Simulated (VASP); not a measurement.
# TeS2 (P4_2/mnm) in VASP: density of states with PBE

Aim: the density of states of TeS2 with PBE.

Program: VASP 6.6.1. These are calculated values, not measurements. Logs are shortened: lines on timing, memory, paths and dates and some standing lists are left out, and cuts for length are marked.

### Step 1. The cell of the first run

It takes space group P4_2/mnm (No. 136, tetragonal). Conventional cell: a = 5.604 Å, b = 5.604 Å, c = 4.412 Å, α = 90.00°, β = 90.00°, γ = 90.00°. S (site symmetry m2m) has 3 Te at 2.59 to 2.60 Å and 1 S at 2.74 Å within 3.4 Å. Within 3.4 Å of Te (site symmetry mmm) lie 6 S at 2.59 to 2.60 Å.

### Step 2. Density of states, PBE

The input, POSCAR:

```
TeS2
1.0
    5.6041190000      0.0000000000      0.0000000000
    0.0000000000      5.6041190000      0.0000000000
    0.0000000000      0.0000000000      4.4118280000
S Te
4 2
Direct
    0.3270000000      0.3270000000      0.0000000000
    0.1730000000      0.8270000000      0.5000000000
    0.6730000000      0.6730000000      0.0000000000
    0.8270000000      0.1730000000      0.5000000000
    0.0000000000      0.0000000000      0.0000000000
    0.5000000000      0.5000000000      0.5000000000
```

The input, INCAR.step1:

```
ALGO     = Normal         # electronic algorithm
EDIFF    = 1E-6           # SCF threshold, eV
ENCUT    = 400            # plane-wave cutoff, eV
GGA      = PE             # functional
GGA_COMPAT= False        
ISIF     = 2              # what is computed and relaxed
ISMEAR   = -1             # smearing method
LASPH    = True           # aspherical terms in the spheres
LCHARG   = True           # write CHGCAR
LORBIT   = 11             # projections on sites
LREAL    = False          # projectors in reciprocal space
LWAVE    = False          # write WAVECAR
NBANDS   = 27             # bands
NEDOS    = 2001           # points of the DOS
NELM     = 120            # most SCF steps
PREC     = Accurate       # precision mode
SIGMA    = 0.0514         # smearing width, eV
```

The input, KPOINTS.step1:

```
k-points
0
Gamma
  6 6 8
```

The input, INCAR.step2:

```
ALGO     = Normal         # electronic algorithm
EDIFF    = 1E-6           # SCF threshold, eV
ENCUT    = 400            # plane-wave cutoff, eV
GGA      = PE             # functional
GGA_COMPAT= False        
ICHARG   = 11             # starting density
ISIF     = 2              # what is computed and relaxed
ISMEAR   = -5             # smearing method
LASPH    = True           # aspherical terms in the spheres
LCHARG   = False          # write CHGCAR
LORBIT   = 11             # projections on sites
LREAL    = False          # projectors in reciprocal space
LWAVE    = False          # write WAVECAR
NEDOS    = 2001           # points of the DOS
NELM     = 120            # most SCF steps
PREC     = Accurate       # precision mode
SIGMA    = 0.0514         # smearing width, eV
```

The input, KPOINTS.step2:

```
k-points
0
Gamma
  9 9 12
```

Potentials or basis: VASP PAW PBE potentials, release 64 (S, Te).

Launch:

```console
> cat potpaw_PBE.64/S/POTCAR potpaw_PBE.64/Te/POTCAR > POTCAR
> cp INCAR.step1 INCAR
> cp KPOINTS.step1 KPOINTS
> mpirun -np 1 vasp_std > vasp.out
> cp INCAR.step2 INCAR
> cp KPOINTS.step2 KPOINTS
> mpirun -np 1 vasp_std > vasp.out
```

OUTCAR:

```text
EDIFF = 1E-6
   ENCUT = 400
   GGA = PE
   ICHARG = 11
   ISIF = 2
   ISMEAR = -5
   LASPH = True
   LORBIT = 11
   LREAL = False
   NELM = 120
   PREC = Accurate

 ion  position               nearest neighbor table
   1  0.327  0.327  0.000-   5 2.59   6 2.60   6 2.60   3 2.74
   2  0.173  0.827  0.500-   6 2.59   5 2.60   5 2.60   4 2.74
   3  0.673  0.673  0.000-   5 2.59   6 2.60   6 2.60   1 2.74
   4  0.827  0.173  0.500-   6 2.59   5 2.60   5 2.60   2 2.74
   5  0.000  0.000  0.000-   1 2.59   3 2.59   2 2.60   4 2.60   2 2.60   4 2.60
   6  0.500  0.500  0.500-   2 2.59   4 2.59   3 2.60   1 2.60   1 2.60   3 2.60

  LATTYP: Found a simple tetragonal cell.
 ALAT       =     5.6041190000
 C/A-ratio  =     0.7872473800

  Lattice vectors:

 A1 = (   5.6041190000,   0.0000000000,   0.0000000000)
 A2 = (   0.0000000000,   5.6041190000,   0.0000000000)
 A3 = (   0.0000000000,   0.0000000000,   4.4118280000)

Analysis of symmetry for initial positions (statically):
=====================================================================
 Subroutine PRICEL returns:
 Original cell was already a primitive cell.

 Routine SETGRP: Setting up the symmetry group for a
 simple tetragonal supercell.

 Subroutine GETGRP returns: Found 16 space group operations
 (whereof  8 operations were pure point group operations)
 out of a pool of 16 trial point group operations.

The static configuration has the point symmetry D_2h.
 The point group associated with its full space group is D_4h.

Analysis of symmetry for dynamics (positions and initial velocities):
=====================================================================
 Subroutine PRICEL returns:
 Original cell was already a primitive cell.

 Routine SETGRP: Setting up the symmetry group for a
 simple tetragonal supercell.

 Subroutine GETGRP returns: Found 16 space group operations
 (whereof  8 operations were pure point group operations)
 out of a pool of 16 trial point group operations.

The dynamic configuration has the point symmetry D_2h.
 The point group associated with its full space group is D_4h.

 Subroutine INISYM returns: Found 16 space group operations
 (whereof  8 operations are pure point group operations),
 and found     1 'primitive' translations

----------------------------------------------------------------------------------------

                                     Primitive cell

  volume of cell :     138.5585
[... 112 lines left out ...]
   EMIN   =  10.00;   EMAX   =-10.00  energy-range for DOS
   EFERMI =   0.00;   METHOD = LEGACY
   ISMEAR =    -5;   SIGMA  =   0.05  broadening in eV -4-tet -1-fermi 0-gaus
   EFERMI_NEDOS =   21; number of points for ismear=-14 and -15
   IALGO  =     38    algorithm
   IMIX   =      4    mixing-type and parameters
     AMIX     =   0.40;   BMIX     =  1.00
     AMIX_MAG =   1.60;   BMIX_MAG =  1.00
  volume/ion in A,a.u.               =      23.09       155.84
  Fermi-wavevector in a.u.,A,eV,Ry     =   1.044635  1.974074 14.847525  1.091262
  Thomas-Fermi vector in A             =   2.179396
   LORBIT       =     11    0 simple, 1 ext, 2 COOP (PROOUT), +10 PAW based schemes
   GGA     = PE    functional components
   LHFCALC =     F    Hartree Fock is set to
   AEXX    =    0.0000 exact exchange contribution
   IVDW    =     0    specifies the selected vdW correction
   LEPSILON=     F    determine dielectric tensor
   LRPA    =     F    only Hartree local field effects (RPA)
 non-spin polarized calculation
 Fermi weights with tetrahedron method with Bloechl corrections
  energy-cutoff  :      400.00
  volume of cell :      138.56
 maximum number of plane-waves:      2554
 NGX is ok and might be reduce to    40

 number of electron      35.9999996 magnetization

 Free energy of the ion-electron system (eV)
  ---------------------------------------------------
  ext. energy  EPLUGINS =         0.00000000
  ---------------------------------------------------
  free energy    TOTEN  =       -20.63164063 eV

  energy without entropy =      -20.63164063  energy(sigma->0) =      -20.63164063

 E-fermi :   5.9837     XC(G=0):  -9.5655

 val. band max:        6.0334871069   @ k =   0.2222   0.2222   0.3333
 cond. band min:       5.9610644048   @ k =   0.2222   0.1111   0.0000
 fundamental gap:     -0.0724227021
 Fermi energy:         5.9837306409

 k-point     1 :       0.0000    0.0000    0.0000
  band No.  band energies     occupation
      1     -10.0723      2.00000
      2      -8.0492      2.00000
      3      -6.5509      2.00000
      4      -6.5509      2.00000
      5      -5.3858      2.00000
      6      -1.8314      2.00000
[... 589 lines left out ...]
     21       7.7374      0.00000
     22       8.3292      0.00000

 [... further k-points ...]

------------------------ aborting loop because EDIFF is reached ----------------------------------------

  FORCE on cell =-STRESS in cart. coord.  units (eV):
  Direction    XX          YY          ZZ          XY          YZ          ZX
  --------------------------------------------------------------------------------------
  -------------------------------------------------------------------------------------
  Total        6.6129437      6.6129437      8.7103186      0.0000000      0.0000000      0.0000000
  in kB       76.4666627     76.4666627    100.7189880      0.0000000      0.0000000      0.0000000
  external PRESSURE =      84.5507711 kB  Pullay stress =       0.0000000 kB

 VOLUME and BASIS-vectors are now :
 -----------------------------------------------------------------------------
  energy-cutoff  :      400.00
  volume of cell :      138.56
      direct lattice vectors                 reciprocal lattice vectors
     5.604119000  0.000000000  0.000000000     0.178440179  0.000000000  0.000000000
     0.000000000  5.604119000  0.000000000     0.000000000  0.178440179  0.000000000
     0.000000000  0.000000000  4.411828000     0.000000000  0.000000000  0.226663415

 POSITION                                       TOTAL-FORCE (eV/Angst)
 -----------------------------------------------------------------------------------
      1.83255      1.83255      0.00000        -0.417118     -0.417118     -0.000000
      0.96951      4.63461      2.20591         0.417118     -0.417118     -0.000000
      3.77157      3.77157      0.00000         0.417118      0.417118      0.000000
      4.63461      0.96951      2.20591        -0.417118      0.417118      0.000000
      0.00000      0.00000      0.00000         0.000000     -0.000000      0.000000
      2.80206      2.80206      2.20591         0.000000     -0.000000      0.000000
 -----------------------------------------------------------------------------------
    total drift:                                0.000000     -0.000000      0.000000

  FREE ENERGIE OF THE ION-ELECTRON SYSTEM (eV)
  ---------------------------------------------------
  free  energy   TOTEN  =       -20.6316406342 eV

  energy  without entropy=      -20.6316406342  energy(sigma->0) =      -20.63164063

 total charge

# of ion       s       p       d       tot
------------------------------------------
    1        1.382   2.297   0.000   3.678
    2        1.382   2.297   0.000   3.678
    3        1.382   2.297   0.000   3.678
    4        1.382   2.297   0.000   3.678
    5        1.503   1.535   0.154   3.191
    6        1.503   1.535   0.154   3.191
--------------------------------------------------
tot          8.532  12.256   0.307  21.095
```

OSZICAR.step1:

```text
N       E                     dE             d eps       ncg     rms          rms(c)
DAV:   1     0.160216599792E+03    0.16022E+03   -0.12625E+04  2700   0.905E+02
DAV:   2    -0.958781141767E+01   -0.16980E+03   -0.16390E+03  3485   0.180E+02
DAV:   3    -0.220319334492E+02   -0.12444E+02   -0.12255E+02  3563   0.515E+01
DAV:   4    -0.222325804218E+02   -0.20065E+00   -0.20037E+00  3324   0.783E+00
DAV:   5    -0.222373647413E+02   -0.47843E-02   -0.47835E-02  3379   0.121E+00    0.293E+01
DAV:   6    -0.206230879360E+02    0.16143E+01   -0.31796E+00  2897   0.795E+00    0.154E+01
DAV:   7    -0.206383037178E+02   -0.15216E-01   -0.86993E-01  3332   0.367E+00    0.126E+01
DAV:   8    -0.206342034425E+02    0.41003E-02   -0.31048E-02  3315   0.875E-01    0.746E+00
DAV:   9    -0.206286398440E+02    0.55636E-02   -0.13247E-02  2947   0.546E-01    0.267E+00
DAV:  10    -0.206285083257E+02    0.13152E-03   -0.31001E-03  3217   0.238E-01    0.950E-01
DAV:  11    -0.206285073582E+02    0.96749E-06   -0.93288E-05  3370   0.493E-02    0.833E-01
DAV:  12    -0.206285121064E+02   -0.47482E-05   -0.58110E-05  3131   0.379E-02    0.296E-01
DAV:  13    -0.206285116200E+02    0.48640E-06   -0.18636E-05  3732   0.181E-02    0.813E-02
DAV:  14    -0.206285122669E+02   -0.64685E-06   -0.50770E-07  1740   0.412E-03
   1 F= -.20628512E+02 E0= -.20620650E+02  d E =-.157239E-01
```

Wall time 5.3 min (1 thread of Intel Xeon 8259CL, shared host); peak memory 0.32 GiB.

Results:

```
Valence electrons inside the program's atomic spheres : S 3.68; Te 3.19
```

Caveat: spin-orbit coupling is left out, which moves the levels of the heavy elements; tetrahedron occupations give inexact forces and stress in metals.
